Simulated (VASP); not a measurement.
# ZnWO4 (P2/c) in VASP: single point with LDA

Aim: the single point of ZnWO4 with LDA.

Everything below comes from runs of VASP 6.6.1. Logs are shortened: lines on timing, memory, paths and dates and some standing lists are left out, and cuts for length are marked.

### 1 The cell of the first run

Symmetry: P2/c, No. 13, monoclinic system. Conventional cell: a = 4.693 Å, b = 5.721 Å, c = 4.928 Å, α = 90.00°, β = 90.63°, γ = 90.00°. Within 2.7 Å of Zn (site symmetry 2) lie 6 O at 2.04 to 2.22 Å. W (site symmetry 2) has 6 O at 1.80 to 2.13 Å within 2.4 Å. O (site symmetry 1) has 1 W at 1.80 Å and 2 Zn at 2.06 to 2.22 Å within 2.4 Å. Within 2.5 Å of O (site symmetry 1) lie 2 W at 1.91 to 2.13 Å and 1 Zn at 2.04 Å and 1 O at 2.45 Å.

### 2 Single point, LDA

The input, INCAR:

```
PREC     = Accurate       # precision mode
ENCUT    = 600            # plane-wave cutoff, eV
EDIFF    = 1E-6           # SCF threshold, eV
ISMEAR   = 0              # smearing method
SIGMA    = 0.01           # smearing width, eV
LREAL    = False          # projectors in reciprocal space
LASPH    = True           # aspherical terms in the spheres
NELM     = 120            # most SCF steps
ALGO     = Normal         # electronic algorithm
ISIF     = 2              # what is computed and relaxed
LWAVE    = False          # write WAVECAR
LCHARG   = False          # write CHGCAR
GGA      = CA             # functional
NBANDS   = 62             # bands
GGA_COMPAT= False
```

The input, KPOINTS:

```
Automatic mesh
0
Gamma
  5 4 5
```

The input, POSCAR:

```
ZnWO4
1.0
    4.6926300000      0.0000000000      0.0000000000
    0.0000000000      5.7212900000      0.0000000000
   -0.0543662595      0.0000000000      4.9277501065
Zn W O
2 2 8
Direct
    0.5000000000      0.6777872235      0.2500000000
    0.5000000000      0.3222127765      0.7500000000
    0.0000000000      0.1802307396      0.2500000000
    0.0000000000      0.8197692604      0.7500000000
    0.2581784646      0.3727676342      0.4023340491
    0.7418215354      0.3727676342      0.0976659509
    0.7418215354      0.6272323658      0.5976659509
    0.2581784646      0.6272323658      0.9023340491
    0.2137255781      0.8923679318      0.4342430159
    0.7862744219      0.8923679318      0.0657569841
    0.7862744219      0.1076320682      0.5657569841
    0.2137255781      0.1076320682      0.9342430159
```

Potentials or basis: VASP PAW LDA potentials, release 64 (Zn, W_sv, O).

On the command line:

```bash
$ cat potpaw_LDA.64/Zn/POTCAR potpaw_LDA.64/W_sv/POTCAR potpaw_LDA.64/O/POTCAR > POTCAR
$ mpirun -np 1 vasp_std > vasp.out
```

OUTCAR:

```text
PREC = Accurate
   ENCUT = 600
   EDIFF = 1E-6
   ISMEAR = 0
   LREAL = False
   LASPH = True
   NELM = 120
   ISIF = 2
   GGA = CA

 ion  position               nearest neighbor table
   1  0.500  0.678  0.250-   9 2.04  10 2.04   7 2.06   8 2.06   5 2.22   6 2.22
   2  0.500  0.322  0.750-  11 2.04  12 2.04   5 2.06   6 2.06   7 2.22   8 2.22
   3  0.000  0.180  0.250-   5 1.80   6 1.80  11 1.91  12 1.91   9 2.13  10 2.13   4 3.21   4 3.21

   4  0.000  0.820  0.750-   7 1.80   8 1.80   9 1.91  10 1.91  11 2.13  12 2.13   3 3.21   3 3.21

   5  0.258  0.373  0.402-   3 1.80   2 2.06   1 2.22
   6  0.742  0.373  0.098-   3 1.80   2 2.06   1 2.22
   7  0.742  0.627  0.598-   4 1.80   1 2.06   2 2.22
   8  0.258  0.627  0.902-   4 1.80   1 2.06   2 2.22
   9  0.214  0.892  0.434-   4 1.91   1 2.04   3 2.13
  10  0.786  0.892  0.066-   4 1.91   1 2.04   3 2.13
  11  0.786  0.108  0.566-   3 1.91   2 2.04   4 2.13
  12  0.214  0.108  0.934-   3 1.91   2 2.04   4 2.13

  LATTYP: Found a simple monoclinic cell.
 ALAT       =     4.6926300000
 B/A-ratio  =     1.2192075659
 C/A-ratio  =     1.0501680294
 COS(beta)  =    -0.0110320024

  Lattice vectors:

 A1 = (   4.6926300000,   0.0000000000,   0.0000000000)
 A2 = (   0.0000000000,   5.7212900000,   0.0000000000)
 A3 = (  -0.0543662595,   0.0000000000,   4.9277501065)

Analysis of symmetry for initial positions (statically):
=====================================================================
 Subroutine PRICEL returns:
 Original cell was already a primitive cell.

 Routine SETGRP: Setting up the symmetry group for a
 simple monoclinic supercell.

 Subroutine GETGRP returns: Found  4 space group operations
 (whereof  2 operations were pure point group operations)
 out of a pool of  4 trial point group operations.

The static configuration has the point symmetry S_2 .
 The point group associated with its full space group is C_2h.

Analysis of symmetry for dynamics (positions and initial velocities):
=====================================================================
 Subroutine PRICEL returns:
 Original cell was already a primitive cell.

 Routine SETGRP: Setting up the symmetry group for a
 simple monoclinic supercell.

 Subroutine GETGRP returns: Found  4 space group operations
 (whereof  2 operations were pure point group operations)
 out of a pool of  4 trial point group operations.

The dynamic configuration has the point symmetry S_2 .
 The point group associated with its full space group is C_2h.

 Subroutine INISYM returns: Found  4 space group operations
 (whereof  2 operations are pure point group operations),
 and found     1 'primitive' translations

----------------------------------------------------------------------------------------

                                     Primitive cell

  volume of cell :     132.2997

  direct lattice vectors                    reciprocal lattice vectors
     4.692630000  0.000000000  0.000000000     0.213100117  0.000000000  0.002351064
     0.000000000  5.721290000  0.000000000     0.000000000  0.174785756  0.000000000
    -0.054366259  0.000000000  4.927750106     0.000000000  0.000000000  0.202932368

  length of vectors
     4.692630000  5.721290000  4.928050000     0.213113085  0.174785756  0.202932368

  position of ions in fractional coordinates (direct lattice)
     0.500000000  0.677787223  0.250000000
     0.500000000  0.322212777  0.750000000
     0.000000000  0.180230740  0.250000000
     0.000000000  0.819769260  0.750000000
     0.258178465  0.372767634  0.402334049
     0.741821535  0.372767634  0.097665951
     0.741821535  0.627232366  0.597665951
     0.258178465  0.627232366  0.902334049
     0.213725578  0.892367932  0.434243016
     0.786274422  0.892367932  0.065756984
     0.786274422  0.107632068  0.565756984
     0.213725578  0.107632068  0.934243016

  ion indices of the primitive-cell ions
   primitive index   ion index
                 1           1
                 2           2
                 3           3
                 4           4
                 5           5
                 6           6
                 7           7
                 8           8
                 9           9
                10          10
                11          11
                12          12

----------------------------------------------------------------------------------------

 KPOINTS: Automatic mesh

Automatic generation of k-mesh.
 Grid dimensions read from file:
 generate k-points for:    5    4    5

 Generating k-lattice:

  Cartesian coordinates                     Fractional coordinates (reciprocal lattice)
     0.042620023  0.000000000  0.000470213     0.200000000  0.000000000  0.000000000
     0.000000000  0.043696439  0.000000000     0.000000000  0.250000000  0.000000000
     0.000000000  0.000000000  0.040586474     0.000000000  0.000000000  0.200000000

  Length of vectors
     0.042622617  0.043696439  0.040586474

  Shift w.r.t. Gamma in fractional coordinates (k-lattice)
     0.000000000  0.000000000  0.000000000

 Subroutine IBZKPT returns following result:
 ===========================================

 Found     39 irreducible k-points:

 Following reciprocal coordinates:
            Coordinates               Weight
  0.000000  0.000000  0.000000      1.000000
  0.200000  0.000000 -0.000000      2.000000
  0.400000  0.000000 -0.000000      2.000000
  0.000000  0.250000  0.000000      2.000000
  0.200000  0.250000 -0.000000      4.000000
  0.400000  0.250000 -0.000000      4.000000
[... 16 lines left out ...]
 -0.400000  0.500000  0.200000      2.000000
 -0.200000  0.500000  0.200000      2.000000
 [... further k-points ...]
   k-points           NKPTS =     39   k-points in BZ     NKDIM =     39   number of bands    NBANDS=     62
   number of dos      NEDOS =    301   number of ions     NIONS =     12
   total plane-waves  NPLWV =  76800
   dimension x,y,z NGX =    40 NGY =   48 NGZ =   40
   dimension x,y,z NGXF=    80 NGYF=   96 NGZF=   80
   ions per type =               2   2   8
   NGX,Y,Z   is equivalent  to a cutoff of  14.17, 13.95, 13.49 a.u.
   NGXF,Y,Z  is equivalent  to a cutoff of  28.34, 27.90, 26.99 a.u.
 SYSTEM =  unknown system
   PREC   = accura    normal or accurate (medium, high low for compatibility)
   ISTART =      0    job   : 0-new  1-cont  2-samecut
   ICHARG =      2    charge: 1-file 2-atom 10-const
   ISPIN  =      1    spin polarized calculation?
   LNONCOLLINEAR =      F non collinear calculations
   LSORBIT =      F    spin-orbit coupling
   LASPH  =      T    aspherical Exc in radial PAW
   ENCUT  =  600.0 eV  44.10 Ry    6.64 a.u.   9.37 11.43  9.84*2*pi/ulx,y,z
   NELM   =    120;   NELMIN=  2; NELMDL= -5     # of ELM steps
   EDIFF  = 0.1E-05   stopping-criterion for ELM
   LREAL  =      F    real-space projection
[... 7 lines left out ...]
   TEBEG  =    0.0;   TEEND  =   0.0 temperature during run
   PSTRESS=    0.0 pullay stress
   NELECT =     100.0000    total number of electrons
   NUPDOWN=      -1.0000    fix difference up-down
   EMIN   =  10.00;   EMAX   =-10.00  energy-range for DOS
   EFERMI =   0.00;   METHOD = LEGACY
   ISMEAR =     0;   SIGMA  =   0.01  broadening in eV -4-tet -1-fermi 0-gaus
   EFERMI_NEDOS =   21; number of points for ismear=-14 and -15
   IALGO  =     38    algorithm
   IMIX   =      4    mixing-type and parameters
     AMIX     =   0.40;   BMIX     =  1.00
     AMIX_MAG =   1.60;   BMIX_MAG =  1.00
  volume/ion in A,a.u.               =      11.02        74.40
  Fermi-wavevector in a.u.,A,eV,Ry     =   1.491266  2.818085 30.257656  2.223875
  Thomas-Fermi vector in A             =   2.603943
   LORBIT       =      0    0 simple, 1 ext, 2 COOP (PROOUT), +10 PAW based schemes
   GGA     = CA    functional components
   LHFCALC =     F    Hartree Fock is set to
   AEXX    =    0.0000 exact exchange contribution
   IVDW    =     0    specifies the selected vdW correction
   LEPSILON=     F    determine dielectric tensor
   LRPA    =     F    only Hartree local field effects (RPA)
 non-spin polarized calculation
 Gauss-broadening in eV      SIGMA  =   0.01
  energy-cutoff  :      600.00
  volume of cell :      132.30
 maximum number of plane-waves:      4441
 NGX is ok and might be reduce to    40
   NGX = 19   NGY = 23   NGZ = 19

 number of electron     100.0000018 magnetization

 Free energy of the ion-electron system (eV)
  ---------------------------------------------------
  ext. energy  EPLUGINS =         0.00000000
  ---------------------------------------------------
  free energy    TOTEN  =      -101.22241168 eV

  energy without entropy =     -101.22241168  energy(sigma->0) =     -101.22241168

 E-fermi :   2.5843     XC(G=0): -11.9260

 val. band max:        2.5301242785   @ k =   0.2000   0.5000   0.4000
 cond. band min:       5.3823075493   @ k =   0.0000   0.5000   0.0000
 fundamental gap:      2.8521832708
 Fermi energy:         2.5842721091

 k-point     1 :       0.0000    0.0000    0.0000
  band No.  band energies     occupation
      1     -71.2209      2.00000
      2     -71.2124      2.00000
      3     -35.8803      2.00000
      4     -35.8378      2.00000
      5     -35.8100      2.00000
      6     -35.7430      2.00000
[... 54 lines left out ...]
     61      10.9735      0.00000
     62      11.7811      0.00000

 k-point     2 :       0.2000    0.0000   -0.0000
  band No.  band energies     occupation
      1     -71.2209      2.00000
      2     -71.2123      2.00000
      3     -35.8803      2.00000
      4     -35.8377      2.00000
      5     -35.8107      2.00000
      6     -35.7435      2.00000
[... 54 lines left out ...]
     61      11.3017      0.00000
     62      11.5555      0.00000

 k-point     3 :       0.4000    0.0000   -0.0000
  band No.  band energies     occupation
      1     -71.2209      2.00000
      2     -71.2123      2.00000
      3     -35.8802      2.00000
      4     -35.8375      2.00000
      5     -35.8117      2.00000
      6     -35.7443      2.00000
[... 1354 lines left out ...]
     61      11.8377      0.00000
     62      11.9624      0.00000

 k-point    24 :      -0.2000    0.5000    0.2000
  band No.  band energies     occupation
      1     -71.2201      2.00000
      2     -71.2132      2.00000
      3     -35.8796      2.00000
      4     -35.8452      2.00000
      5     -35.8041      2.00000
      6     -35.7613      2.00000
[... 54 lines left out ...]
     61      11.3669      0.00000
     62      11.9436      0.00000

 [... further k-points ...]
[... 5 lines left out ...]
  --------------------------------------------------------------------------------------
  -------------------------------------------------------------------------------------
  Total       -3.8437598     -3.6636033     -3.9534283      0.0000000      0.0000000     -0.0562140
  in kB      -46.5487340    -44.3670008    -47.8768422      0.0000000      0.0000000     -0.6807634
  external PRESSURE =     -46.2641924 kB  Pullay stress =       0.0000000 kB

 VOLUME and BASIS-vectors are now :
 -----------------------------------------------------------------------------
  energy-cutoff  :      600.00
  volume of cell :      132.30
      direct lattice vectors                 reciprocal lattice vectors
     4.692630000  0.000000000  0.000000000     0.213100117  0.000000000  0.002351064
     0.000000000  5.721290000  0.000000000     0.000000000  0.174785756  0.000000000
    -0.054366259  0.000000000  4.927750106     0.000000000  0.000000000  0.202932368

 POSITION                                       TOTAL-FORCE (eV/Angst)
 -----------------------------------------------------------------------------------
      2.33272      3.87782      1.23194         0.000000     -0.012484      0.000000
      2.30554      1.84347      3.69581         0.000000      0.012484     -0.000000
     -0.01359      1.03115      1.23194         0.000000     -0.345748      0.000000
     -0.04077      4.69014      3.69581         0.000000      0.345748      0.000000
      1.18966      2.13271      1.98260         0.273522      0.271375      0.164620
      3.47578      2.13271      0.48127        -0.273522      0.271375     -0.164620
      3.44860      3.58858      2.94515        -0.273522     -0.271375     -0.164620
      1.16248      3.58858      4.44648         0.273522     -0.271375      0.164620
      0.97933      5.10550      2.13984         0.160865      0.007668     -0.179463
      3.68612      5.10550      0.32403        -0.160865      0.007668      0.179463
      3.65894      0.61579      2.78791        -0.160865     -0.007668      0.179463
      0.95214      0.61579      4.60372         0.160865     -0.007668     -0.179463
 -----------------------------------------------------------------------------------
    total drift:                                0.000000      0.000000     -0.000000

  FREE ENERGIE OF THE ION-ELECTRON SYSTEM (eV)
  ---------------------------------------------------
  free  energy   TOTEN  =      -101.2224116795 eV

  energy  without entropy=     -101.2224116795  energy(sigma->0) =     -101.22241168
```

Run time: 6.8 min. Hardware: 1 thread of Intel Xeon 6975P-C, shared host; peak memory 0.43 GiB.

What came out:

| Item | Value |
| --- | --- |
| Free energy | -101.2224 eV |
| Pressure | -4.6 GPa |
| Largest force | 0.419 eV/Å |
| Band gap on the k mesh | 2.85 eV, indirect (least direct gap 2.88 eV) |

Forces in eV/Å, atoms in the order of the input:
```
Zn   0.000 -0.012  0.000
Zn   0.000  0.012  0.000
W    0.000 -0.346  0.000
W    0.000  0.346  0.000
O    0.274  0.271  0.165
O   -0.274  0.271 -0.165
O   -0.274 -0.271 -0.165
O    0.274 -0.271  0.165
O    0.161  0.008 -0.179
O   -0.161  0.008  0.179
O   -0.161 -0.008  0.179
O    0.161 -0.008 -0.179
```

Levels at points of the mesh, in eV from the valence-band top:
| k point | band 48 | band 49 | band 50 | band 51 | band 52 | band 53 |
| --- | --- | --- | --- | --- | --- | --- |
| (0.00, 0.00, 0.00) | -0.38 | -0.31 | -0.28 | 3.36 | 3.76 | 3.80 |
| (0.00, 0.50, 0.00) | -0.54 | -0.50 | -0.02 | 2.85 | 3.76 | 3.94 |

Caveat: spin-orbit coupling is left out, which moves the levels of the heavy elements.
